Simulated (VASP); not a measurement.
# Ti (P-1) in VASP: further runs

Ti is run at these levels: PBEsol+D4; tasks: single point.

Program: VASP 6.6.1. These are calculated values, not measurements. Logs are shortened: lines on timing, memory, paths and dates and some standing lists are left out, and cuts for length are marked.

## Step 1: The cell of the first run

The typed cell holds 1 atom: a = 2.850 Å, b = 2.835 Å, c = 2.843 Å, α = 109.93°, β = 109.29°, γ = 108.43°.

## Step 2: Single point, PBEsol+D4

Input file INCAR:

```
SYSTEM = Ti
PREC     = Accurate       ! precision mode
ENCUT    = 520            ! plane-wave cutoff, eV
EDIFF    = 1E-6           ! SCF threshold, eV
ISMEAR   = -1             ! smearing method
SIGMA    = 0.1            ! smearing width, eV
LREAL    = .FALSE.        ! projectors in reciprocal space
LASPH    = .TRUE.         ! aspherical terms in the spheres
NELM     = 100            ! most SCF steps
ALGO     = Normal         ! electronic algorithm
ISIF     = 2              ! what is computed and relaxed
LWAVE    = .FALSE.        ! write WAVECAR
LCHARG   = .TRUE.         ! write CHGCAR
GGA      = PS             ! functional
IVDW     = 13             ! dispersion correction
LELF     = .TRUE.         ! ELF
LVHAR    = .TRUE.       
NBANDS   = 12             ! bands
```

Input file KPOINTS:

```
Automatic mesh
0
G
  8 8 8
  0 0 0
```

Input file POSCAR:

```
Ti
1.0
   -1.6173400000      1.6499600000      1.6685200000
    1.6265000000     -1.6282300000      1.6559500000
    1.6336600000      1.6445400000     -1.6467900000
Ti
1
Direct
    0.0000000000      0.0000000000      0.0000000000
```

Potentials or basis: VASP PAW PBE potentials, release 64 (Ti_sv).

Started as:

```bash
$ cat potpaw_PBE.64/Ti_sv/POTCAR > POTCAR
$ mpirun -np 1 vasp_std > vasp.out
```

OUTCAR:

```text
SYSTEM = Ti
   PREC = Accurate
   ENCUT = 520
   EDIFF = 1E-6
   ISMEAR = -1
   LREAL = .FALSE.
   LASPH = .TRUE.
   NELM = 100
   ISIF = 2
   GGA = PS
   IVDW = 13

 ion  position               nearest neighbor table
   1  0.000  0.000  0.000-

  LATTYP: Found a triclinic cell.
 ALAT       =     2.8434616423
 B/A-ratio  =     1.6381733583
 C/A-ratio  =     0.9971222073
 COS(alpha) =     0.0007884591
 COS(beta)  =     0.3408014270
 COS(gamma) =     0.8113611944

  Lattice vectors:

 A1 = (  -1.6336600000,  -1.6445400000,   1.6467900000)
 A2 = (  -3.2764800000,  -3.3108100000,  -0.0308900000)
 A3 = (   1.6265000000,  -1.6282300000,   1.6559500000)

Analysis of symmetry for initial positions (statically):
=====================================================================
 Subroutine PRICEL returns:
 Original cell was already a primitive cell.

 Routine SETGRP: Setting up the symmetry group for a
 triclinic supercell.

 Subroutine GETGRP returns: Found  2 space group operations
 (whereof  2 operations were pure point group operations)
 out of a pool of  2 trial point group operations.

The static configuration has the point symmetry S_2 .

Analysis of symmetry for dynamics (positions and initial velocities):
=====================================================================
 Subroutine PRICEL returns:
 Original cell was already a primitive cell.

 Routine SETGRP: Setting up the symmetry group for a
 triclinic supercell.

 Subroutine GETGRP returns: Found  2 space group operations
 (whereof  2 operations were pure point group operations)
 out of a pool of  2 trial point group operations.

The dynamic configuration has the point symmetry S_2 .

 Subroutine INISYM returns: Found  2 space group operations
 (whereof  2 operations are pure point group operations),
 and found     1 'primitive' translations

----------------------------------------------------------------------------------------

                                     Primitive cell

  volume of cell :      17.8520

  direct lattice vectors                    reciprocal lattice vectors
    -1.617340000  1.649960000  1.668520000    -0.002348365  0.301576761  0.298835077
     1.626500000 -1.628230000  1.655950000     0.305908045 -0.003493999  0.299979788
     1.633660000  1.644540000 -1.646790000     0.305230256  0.302042743 -0.002815275

  length of vectors
     2.849932572  2.835278749  2.843461642     0.424566203  0.428462149  0.429422000

  position of ions in fractional coordinates (direct lattice)
     0.000000000  0.000000000  0.000000000

  ion indices of the primitive-cell ions
   primitive index   ion index
                 1           1

----------------------------------------------------------------------------------------

 KPOINTS: Automatic mesh

Automatic generation of k-mesh.
 Grid dimensions read from file:
 generate k-points for:    8    8    8

 Generating k-lattice:

  Cartesian coordinates                     Fractional coordinates (reciprocal lattice)
    -0.000293546  0.037697095  0.037354385     0.125000000 -0.000000000  0.000000000
     0.038238506 -0.000436750  0.037497474    -0.000000000  0.125000000  0.000000000
     0.038153782  0.037755343 -0.000351909    -0.000000000  0.000000000  0.125000000

  Length of vectors
     0.053070775  0.053557769  0.053677750

  Shift w.r.t. Gamma in fractional coordinates (k-lattice)
     0.000000000  0.000000000  0.000000000

 Subroutine IBZKPT returns following result:
 ===========================================

 Found    260 irreducible k-points:

 Following reciprocal coordinates:
            Coordinates               Weight
  0.000000  0.000000  0.000000      1.000000
  0.125000 -0.000000 -0.000000      2.000000
  0.250000 -0.000000 -0.000000      2.000000
  0.375000 -0.000000 -0.000000      2.000000
  0.500000 -0.000000 -0.000000      1.000000
  0.000000  0.125000  0.000000      2.000000
[... 16 lines left out ...]
  0.125000  0.375000 -0.000000      2.000000
  0.250000  0.375000  0.000000      2.000000
 [... further k-points ...]
   k-points           NKPTS =    260   k-points in BZ     NKDIM =    260   number of bands    NBANDS=     12
   number of dos      NEDOS =    301   number of ions     NIONS =      1
   total plane-waves  NPLWV =  13824
   dimension x,y,z NGX =    24 NGY =   24 NGZ =   24
   dimension x,y,z NGXF=    48 NGYF=   48 NGZF=   48
   ions per type =               1
   NGX,Y,Z   is equivalent  to a cutoff of  14.00, 14.07, 14.03 a.u.
   NGXF,Y,Z  is equivalent  to a cutoff of  28.00, 28.14, 28.06 a.u.
 SYSTEM =  Ti
   PREC   = accura    normal or accurate (medium, high low for compatibility)
   ISTART =      0    job   : 0-new  1-cont  2-samecut
   ICHARG =      2    charge: 1-file 2-atom 10-const
   ISPIN  =      1    spin polarized calculation?
   LNONCOLLINEAR =      F non collinear calculations
   LSORBIT =      F    spin-orbit coupling
   LASPH  =      T    aspherical Exc in radial PAW
   ENCUT  =  520.0 eV  38.22 Ry    6.18 a.u.   5.30  5.27  5.29*2*pi/ulx,y,z
   NELM   =    100;   NELMIN=  2; NELMDL= -5     # of ELM steps
   EDIFF  = 0.1E-05   stopping-criterion for ELM
   LREAL  =      F    real-space projection
   EDIFFG = 0.1E-04   stopping-criterion for IOM
   NSW    =      0    number of steps for IOM
   IBRION =     -1    ionic relax: 0-MD 1-quasi-New 2-CG
   NFREE  =      0    steps in history (QN), initial steepest desc. (CG)
   ISIF   =      2    stress and relaxation
   ISYM   =      2    0-nonsym 1-usesym 2-fastsym
   POTIM  = 0.5000    time-step for ionic-motion
   TEBEG  =    0.0;   TEEND  =   0.0 temperature during run
   PSTRESS=    0.0 pullay stress
   NELECT =      12.0000    total number of electrons
   NUPDOWN=      -1.0000    fix difference up-down
   EMIN   =  10.00;   EMAX   =-10.00  energy-range for DOS
   EFERMI =   0.00;   METHOD = LEGACY
   ISMEAR =    -1;   SIGMA  =   0.10  broadening in eV -4-tet -1-fermi 0-gaus
   EFERMI_NEDOS =   21; number of points for ismear=-14 and -15
   IALGO  =     38    algorithm
   IMIX   =      4    mixing-type and parameters
     AMIX     =   0.40;   BMIX     =  1.00
     AMIX_MAG =   1.60;   BMIX_MAG =  1.00
  volume/ion in A,a.u.               =      17.85       120.47
  Fermi-wavevector in a.u.,A,eV,Ry     =   1.434077  2.710013 27.981437  2.056578
  Thomas-Fermi vector in A             =   2.553525
   LORBIT       =      0    0 simple, 1 ext, 2 COOP (PROOUT), +10 PAW based schemes
   GGA     = PS    functional components
   LHFCALC =     F    Hartree Fock is set to
   AEXX    =    0.0000 exact exchange contribution
   IVDW    =    13    specifies the selected vdW correction
   LEPSILON=     F    determine dielectric tensor
   LRPA    =     F    only Hartree local field effects (RPA)
 non-spin polarized calculation
  energy-cutoff  :      520.00
  volume of cell :       17.85
 maximum number of plane-waves:       490
 NGX is ok and might be reduce to    24
   NGX = 11   NGY = 11   NGZ = 11

 number of electron      12.0000001 magnetization

 Free energy of the ion-electron system (eV)
  ---------------------------------------------------
  ext. energy  EPLUGINS =         0.00000000
  ---------------------------------------------------
  free energy    TOTEN  =        -8.24147415 eV

  energy without entropy =       -8.16297402  energy(sigma->0) =       -8.20222409

 E-fermi :   7.6832     XC(G=0): -11.5003

 val. band max:        7.6740201857   @ k =   0.2500   0.2500   0.5000
 cond. band min:       7.6842512655   @ k =   0.2500   0.5000   0.2500
 fundamental gap:      0.0102310799
 Fermi energy:         7.6831558019

 k-point     1 :       0.0000    0.0000    0.0000
  band No.  band energies     occupation
      1     -48.6671      2.00000
      2     -24.6613      2.00000
      3     -24.6454      2.00000
      4     -24.6379      2.00000
      5       1.7838      2.00000
      6       8.5466      0.00036
      7       8.6163      0.00018
      8       8.7586      0.00004
      9      10.2880      0.00000
     10      10.4223      0.00000
     11      24.6625      0.00000
     12      24.8965      0.00000

 k-point     2 :       0.1250   -0.0000   -0.0000
  band No.  band energies     occupation
      1     -48.6505      2.00000
      2     -24.7498      2.00000
      3     -24.6759      2.00000
      4     -24.6384      2.00000
      5       2.2833      2.00000
      6       8.4030      0.00149
      7       8.4674      0.00079
      8       9.1000      0.00000
      9      10.1060      0.00000
     10      10.4294      0.00000
     11      23.7365      0.00000
     12      24.7184      0.00000

 k-point     3 :       0.2500   -0.0000   -0.0000
  band No.  band energies     occupation
      1     -48.6105      2.00000
      2     -24.9679      2.00000
      3     -24.7409      2.00000
      4     -24.6390      2.00000
      5       3.5903      2.00000
      6       7.9464      0.13415
      7       8.0537      0.04801
      8      10.0493      0.00000
      9      10.0548      0.00000
     10      10.4946      0.00000
     11      20.8890      0.00000
     12      23.3214      0.00000

 k-point     4 :       0.3750   -0.0000   -0.0000
  band No.  band energies     occupation
      1     -48.5701      2.00000
      2     -25.1804      2.00000
      3     -24.8048      2.00000
      4     -24.6396      2.00000
      5       4.9121      2.00000
      6       7.5289      1.64774
      7       8.0261      0.06279
      8      10.2374      0.00000
      9      10.6179      0.00000
     10      11.2073      0.00000
     11      17.6138      0.00000
     12      21.7371      0.00000

 k-point     5 :       0.5000   -0.0000   -0.0000
  band No.  band energies     occupation
      1     -48.5532      2.00000
      2     -25.2669      2.00000
      3     -24.8311      2.00000
      4     -24.6398      2.00000
      5       5.2737      2.00000
      6       7.3662      1.91932
      7       8.5933      0.00022
      8      10.2862      0.00000
      9      10.6885      0.00000
     10      11.7784      0.00000
     11      15.9859      0.00000
     12      21.1091      0.00000
[... 228 lines left out ...]
      1     -48.6184      2.00000
      2     -24.9012      2.00000
      3     -24.7174      2.00000
      4     -24.6686      2.00000
      5       3.2573      2.00000
      6       8.1004      0.03036
      7       8.2021      0.01109
      8       9.7228      0.00000
      9       9.9581      0.00000
     10      10.4765      0.00000
     11      22.5705      0.00000
     12      23.3361      0.00000

 k-point    22 :       0.0000    0.3750    0.0000
  band No.  band energies     occupation
      1     -48.5663      2.00000
      2     -25.1831      2.00000
      3     -24.8135      2.00000
      4     -24.6491      2.00000
      5       4.9416      2.00000
      6       7.4633      1.80025
      7       8.1010      0.03020
      8      10.2889      0.00000
      9      10.6187      0.00000
     10      11.2116      0.00000
     11      17.7893      0.00000
     12      21.5946      0.00000

 k-point    23 :       0.1250    0.3750   -0.0000
  band No.  band energies     occupation
      1     -48.5495      2.00000
      2     -25.2153      2.00000
      3     -24.8656      2.00000
      4     -24.6804      2.00000
      5       5.5248      2.00000
      6       7.3471      1.93288
      7       8.0364      0.05679
      8      10.2766      0.00000
      9      10.7921      0.00000
     10      12.1694      0.00000
     11      16.6223      0.00000
     12      20.3429      0.00000

 k-point    24 :       0.2500    0.3750    0.0000
  band No.  band energies     occupation
      1     -48.5360      2.00000
      2     -25.1539      2.00000
      3     -24.9848      2.00000
      4     -24.7155      2.00000
      5       6.3720      2.00000
      6       7.1964      1.98473
      7       7.4770      1.77418
      8      10.3769      0.00000
      9      10.7638      0.00000
     10      14.0207      0.00000
     11      15.9438      0.00000
     12      17.5831      0.00000

 [... further k-points ...]

------------------------ aborting loop because EDIFF is reached ----------------------------------------

  DFT-D4 for vdW energy calculation

  Edisp (eV):   -0.11443

  FORCE on cell =-STRESS in cart. coord.  units (eV):
  Direction    XX          YY          ZZ          XY          YZ          ZX
  --------------------------------------------------------------------------------------
  -------------------------------------------------------------------------------------
  Total      -0.97100    -0.94404    -0.91831    -0.04827    -0.06209    -0.02856
  in kB     -87.14501   -84.72491   -82.41580    -4.33194    -5.57261    -2.56295
  external pressure =      -84.76 kB  Pullay stress =        0.00 kB

 VOLUME and BASIS-vectors are now :
 -----------------------------------------------------------------------------
  energy-cutoff  :      520.00
  volume of cell :       17.85
      direct lattice vectors                 reciprocal lattice vectors
    -1.617340000  1.649960000  1.668520000    -0.002348365  0.301576761  0.298835077
     1.626500000 -1.628230000  1.655950000     0.305908045 -0.003493999  0.299979788
     1.633660000  1.644540000 -1.646790000     0.305230256  0.302042743 -0.002815275

 POSITION                                       TOTAL-FORCE (eV/Angst)
 -----------------------------------------------------------------------------------
      0.00000      0.00000      0.00000         0.000000      0.000000      0.000000
 -----------------------------------------------------------------------------------
    total drift:                                0.000000      0.000000     -0.000000

  FREE ENERGIE OF THE ION-ELECTRON SYSTEM (eV)
  ---------------------------------------------------
  free  energy   TOTEN  =        -8.3559026938 eV

  energy  without entropy=       -8.2774025646  energy(sigma->0) =       -8.31665263
```

Wall time 30 s (1 thread of Intel Xeon Platinum 8375C at 2.90GHz (Ice Lake), shared host); peak memory 0.18 GiB.

Results:

* Free energy: -8.3559 eV
* Pressure: -8.5 GPa
* Band gap on the k mesh: zero (band 6 reaches 8.55 eV, above the bottom of band 7 at 7.13 eV)
* Dispersion energy per atom: -0.114 eV

Caveat: the PAW data sets were made with another functional, which shifts forces and pressure a little; pairwise dispersion overbinds metals, which lowers pressure and volume.

[end of part 1 of 2]
